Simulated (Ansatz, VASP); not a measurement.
## One calculation of Zr, two programs

```xyz
2
Lattice="3.2284 0.0000 0.0000 -1.6142 2.7959 0.0000 0.0000 0.0000 5.1923" Properties=species:S:1:pos:R:3 pbc="T T T"
Zr    0.0000    1.8639    1.2981
Zr    1.6142    0.9320    3.8943
```

Alike in both runs: functional PBE; k mesh 15 × 15 × 8; occupations fermi-dirac, width 0.15 eV; no spin polarisation.

Ansatz relaxed the structure, and its values are those at the end. VASP's run is a single point on that final structure, the one shown.

```csv
,VASP,Ansatz
version,VASP 6.6.1,Ansatz 0.2.0
potentials or method,"VASP PAW PBE potentials, release 64 (Zr_sv), cutoff 520 eV","scalar-relativistic, plane waves, PAW"
valence electrons in the cell,24,24
```

```tsv
	VASP	Ansatz	Ansatz less VASP
gap on the k mesh at the Fermi level (eV)	none	none	-
pressure (GPa)	0.0	0.0	-0.04
```

A gap of «none» marks a metal or a gap that the smearing closes.
